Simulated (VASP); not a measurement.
# BaTe in VASP: notebook

The runs below take BaTe through single point, with r2SCAN, HSE06.

Everything below comes from runs of VASP 6.6.1. Logs are shortened: lines on timing, memory, paths and dates and some standing lists are left out, and cuts for length are marked.

### 1 The cell of the first run

It takes space group I4/mmm (No. 139, tetragonal). Conventional cell: a = 5.051 Å, b = 5.051 Å, c = 7.065 Å, α = 90.00°, β = 90.00°, γ = 90.00°. Within 4.6 Å of Ba (site symmetry 4/mmm) lie 6 Te at 3.53 to 3.57 Å. Te (site symmetry 4/mmm) has 6 Ba at 3.53 to 3.57 Å within 4.6 Å.

### 2 Single point, r2SCAN (biaxial xy strain +1.1%)

Contents of POSCAR:

```
BaTe
1.0
    0.0000000000      3.5719495752      3.5323868426
    3.5719495752      0.0000000000      3.5323868426
    3.5719495752      3.5719495752      0.0000000000
Ba Te
1 1
Direct
    0.0000000000      0.0000000000      0.0000000000
    0.5000000000      0.5000000000      0.5000000000
```

Contents of INCAR.step1:

```
SYSTEM = BaTe
ALGO     = Normal         ! electronic algorithm
EDIFF    = 1E-4           ! SCF threshold, eV
ENCUT    = 520            ! plane-wave cutoff, eV
GGA      = PE             ! functional
ISMEAR   = 0              ! smearing method
LASPH    = .TRUE.         ! aspherical terms in the spheres
LCHARG   = .FALSE.        ! write CHGCAR
LREAL    = .FALSE.        ! projectors in reciprocal space
LWAVE    = .TRUE.         ! write WAVECAR
NBANDS   = 15             ! bands
NELM     = 80             ! most SCF steps
PREC     = Accurate       ! precision mode
SIGMA    = 0.01           ! smearing width, eV
```

Contents of INCAR.step2:

```
SYSTEM = BaTe
ALGO     = Normal         ! electronic algorithm
EDIFF    = 1E-7           ! SCF threshold, eV
ENCUT    = 520            ! plane-wave cutoff, eV
ISIF     = 2              ! what is computed and relaxed
ISMEAR   = 0              ! smearing method
ISTART   = 1            
LASPH    = .TRUE.         ! aspherical terms in the spheres
LCHARG   = .FALSE.        ! write CHGCAR
LMIXTAU  = .TRUE.       
LREAL    = .FALSE.        ! projectors in reciprocal space
LWAVE    = .FALSE.        ! write WAVECAR
METAGGA  = R2SCAN         ! meta-GGA
NBANDS   = 15             ! bands
NELM     = 80             ! most SCF steps
PREC     = Accurate       ! precision mode
SIGMA    = 0.01           ! smearing width, eV
```

Contents of KPOINTS:

```
k-points
0
G
  6 6 6
  0 0 0
```

Potentials or basis: VASP PAW PBE potentials, release 64 (Ba_sv, Te).

On the command line:

```console
$ cat potpaw_PBE.64/Ba_sv/POTCAR potpaw_PBE.64/Te/POTCAR > POTCAR
$ cp INCAR.step1 INCAR
$ mpirun -np 1 vasp_std > vasp.out
$ cp INCAR.step2 INCAR
$ mpirun -np 1 vasp_std > vasp.out
```

OUTCAR:

```text
SYSTEM = BaTe
   EDIFF = 1E-7
   ENCUT = 520
   ISIF = 2
   ISMEAR = 0
   ISTART = 1
   LASPH = .TRUE.
   LREAL = .FALSE.
   METAGGA = R2SCAN
   NELM = 80
   PREC = Accurate

 ion  position               nearest neighbor table
   1  0.000  0.000  0.000-   2 3.53   2 3.53   2 3.57   2 3.57   2 3.57   2 3.57
   2  0.500  0.500  0.500-   1 3.53   1 3.53   1 3.57   1 3.57   1 3.57   1 3.57

  LATTYP: Found a body centered tetragonal cell.
 ALAT       =     5.0514995334
 C/A-ratio  =     1.3985498046

  Lattice vectors:

 A1 = (   0.0000000000,  -3.5719495752,  -3.5323868426)
 A2 = (   0.0000000000,   3.5719495752,  -3.5323868426)
 A3 = (   3.5719495752,   0.0000000000,   3.5323868426)

Analysis of symmetry for initial positions (statically):
=====================================================================
 Subroutine PRICEL returns:
 Original cell was already a primitive cell.

 Routine SETGRP: Setting up the symmetry group for a
 body centered tetragonal supercell.

 Subroutine GETGRP returns: Found 16 space group operations
 (whereof 16 operations were pure point group operations)
 out of a pool of 16 trial point group operations.

The static configuration has the point symmetry D_4h.

Analysis of symmetry for dynamics (positions and initial velocities):
=====================================================================
 Subroutine PRICEL returns:
 Original cell was already a primitive cell.

 Routine SETGRP: Setting up the symmetry group for a
 body centered tetragonal supercell.

 Subroutine GETGRP returns: Found 16 space group operations
 (whereof 16 operations were pure point group operations)
 out of a pool of 16 trial point group operations.

The dynamic configuration has the point symmetry D_4h.

 Subroutine INISYM returns: Found 16 space group operations
 (whereof 16 operations are pure point group operations),
 and found     1 'primitive' translations

----------------------------------------------------------------------------------------

                                     Primitive cell

  volume of cell :      90.1382

  direct lattice vectors                    reciprocal lattice vectors
     0.000000000  3.571949575  3.532386843    -0.139979580  0.139979580  0.141547351
     3.571949575  0.000000000  3.532386843     0.139979580 -0.139979580  0.141547351
     3.571949575  3.571949575  0.000000000     0.139979580  0.139979580 -0.141547351

  length of vectors
     5.023602350  5.023602350  5.051499533     0.243360264  0.243360264  0.243360264

[... 85 lines left out ...]
   NFREE  =      0    steps in history (QN), initial steepest desc. (CG)
   ISIF   =      2    stress and relaxation
   ISYM   =      2    0-nonsym 1-usesym 2-fastsym
   POTIM  = 0.5000    time-step for ionic-motion
   TEBEG  =    0.0;   TEEND  =   0.0 temperature during run
   PSTRESS=    0.0 pullay stress
   NELECT =      16.0000    total number of electrons
   NUPDOWN=      -1.0000    fix difference up-down
   EMIN   =  10.00;   EMAX   =-10.00  energy-range for DOS
   EFERMI =   0.00;   METHOD = LEGACY
   ISMEAR =     0;   SIGMA  =   0.01  broadening in eV -4-tet -1-fermi 0-gaus
   EFERMI_NEDOS =   21; number of points for ismear=-14 and -15
   IALGO  =     38    algorithm
   IMIX   =      4    mixing-type and parameters
     AMIX     =   0.40;   BMIX     =  1.00
     AMIX_MAG =   1.60;   BMIX_MAG =  1.00
  volume/ion in A,a.u.               =      45.07       304.14
  Fermi-wavevector in a.u.,A,eV,Ry     =   0.920051  1.738644 11.517246  0.846494
  Thomas-Fermi vector in A             =   2.045313
   LORBIT       =      0    0 simple, 1 ext, 2 COOP (PROOUT), +10 PAW based schemes
   METAGGA = R2SCAN    functional components
   LHFCALC =     F    Hartree Fock is set to
   AEXX    =    0.0000 exact exchange contribution
   IVDW    =     0    specifies the selected vdW correction
   LEPSILON=     F    determine dielectric tensor
   LRPA    =     F    only Hartree local field effects (RPA)
 non-spin polarized calculation
 Gauss-broadening in eV      SIGMA  =   0.01
  energy-cutoff  :      520.00
  volume of cell :       90.14
 maximum number of plane-waves:      2442
 NGX is ok and might be reduce to    40
   NGX = 19   NGY = 19   NGZ = 19

 number of electron      16.0000000 magnetization

 Free energy of the ion-electron system (eV)
  ---------------------------------------------------
  ext. energy  EPLUGINS =         0.00000000
  ---------------------------------------------------
  free energy    TOTEN  =       -56.02644100 eV

  energy without entropy =      -56.02644100  energy(sigma->0) =      -56.02644100

 E-fermi :   1.8891     XC(G=0):  -8.4212

 val. band max:        1.7753117844   @ k =   0.0000   0.0000   0.0000
 cond. band min:       3.7316482977   @ k =   0.5000   0.5000   0.0000
 fundamental gap:      1.9563365133
 Fermi energy:         1.8891143866

 k-point     1 :       0.0000    0.0000    0.0000
  band No.  band energies     occupation
      1     -26.1887      2.00000
      2     -10.9051      2.00000
      3     -10.9051      2.00000
      4     -10.9039      2.00000
      5      -7.9467      2.00000
      6       1.7507      2.00000
      7       1.7507      2.00000
      8       1.7753      2.00000
      9       5.1041      0.00000
     10       5.1041      0.00000
     11       5.1261      0.00000
     12       5.1702      0.00000
     13       5.7413      0.00000
     14       5.7950      0.00000
[... 401 lines left out ...]
      2     -11.0868      2.00000
      3     -10.9936      2.00000
      4     -10.9569      2.00000
      5      -7.6330      2.00000
      6       0.4891      2.00000
      7       0.9857      2.00000
      8       1.1993      2.00000
      9       4.3018      0.00000
     10       7.0619      0.00000
     11       7.3210      0.00000
     12       7.5144      0.00000
     13       7.6100      0.00000
     14       7.9871      0.00000
     15       9.8023      0.00000

 [... further k-points ...]
[... 5 lines left out ...]
  --------------------------------------------------------------------------------------
  -------------------------------------------------------------------------------------
  Total       -0.3338000     -0.3338000      0.0472707      0.0000000      0.0000000      0.0000000
  in kB       -5.9331871     -5.9331871      0.8402218      0.0000000      0.0000000      0.0000000
  external PRESSURE =      -3.6753842 kB  Pullay stress =       0.0000000 kB

 VOLUME and BASIS-vectors are now :
 -----------------------------------------------------------------------------
  energy-cutoff  :      520.00
  volume of cell :       90.14
      direct lattice vectors                 reciprocal lattice vectors
     0.000000000  3.571949575  3.532386843    -0.139979580  0.139979580  0.141547351
     3.571949575  0.000000000  3.532386843     0.139979580 -0.139979580  0.141547351
     3.571949575  3.571949575  0.000000000     0.139979580  0.139979580 -0.141547351

 POSITION                                       TOTAL-FORCE (eV/Angst)
 -----------------------------------------------------------------------------------
      0.00000      0.00000      0.00000        -0.000000      0.000000      0.000000
      3.57195      3.57195      3.53239         0.000000      0.000000      0.000000
 -----------------------------------------------------------------------------------
    total drift:                                0.000000     -0.000000     -0.000000

  FREE ENERGIE OF THE ION-ELECTRON SYSTEM (eV)
  ---------------------------------------------------
  free  energy   TOTEN  =       -56.0264409971 eV

  energy  without entropy=      -56.0264409971  energy(sigma->0) =      -56.02644100
```

OSZICAR.step1:

```text
N       E                     dE             d eps       ncg     rms          rms(c)
DAV:   1     0.835482732614E+02    0.83548E+02   -0.62281E+03   900   0.889E+02
DAV:   2    -0.339935018338E+01   -0.86948E+02   -0.80563E+02  1203   0.154E+02
DAV:   3    -0.862496945524E+01   -0.52256E+01   -0.51941E+01  1267   0.403E+01
DAV:   4    -0.873681031524E+01   -0.11184E+00   -0.11181E+00  1136   0.586E+00
DAV:   5    -0.873909380136E+01   -0.22835E-02   -0.22834E-02  1290   0.716E-01    0.349E+00
DAV:   6    -0.861599640444E+01    0.12310E+00   -0.14247E-01  1061   0.185E+00    0.229E+00
DAV:   7    -0.861849758636E+01   -0.25012E-02   -0.11489E-01  1146   0.185E+00    0.841E-01
DAV:   8    -0.862615574246E+01   -0.76582E-02   -0.16246E-02   928   0.845E-01    0.199E-01
DAV:   9    -0.862648892376E+01   -0.33318E-03   -0.95718E-04  1201   0.190E-01    0.712E-02
DAV:  10    -0.862674762950E+01   -0.25871E-03   -0.48149E-04   928   0.146E-01    0.253E-02
DAV:  11    -0.862675956764E+01   -0.11938E-04   -0.37345E-05   807   0.367E-02
   1 F= -.86267596E+01 E0= -.86267596E+01  d E =-.193563E-24
```

It took 2.8 min on 1 thread of Intel Xeon 6975P-C, shared host; peak memory 0.28 GiB.

What came out:

```yaml
Free_energy: -56.0264 eV
Pressure: -0.4 GPa
Band_gap_on_the_k_mesh: 1.96 eV, indirect (least direct gap 2.35 eV)
```

Caveat: the cell differs from its parent crystal (biaxial xy strain +1.1%); the PAW data sets were made with another functional, which shifts forces and pressure a little; spin-orbit coupling is left out, which moves the levels of the heavy elements. A k mesh can miss the band edges.

(Continued in part 2 of 2.)
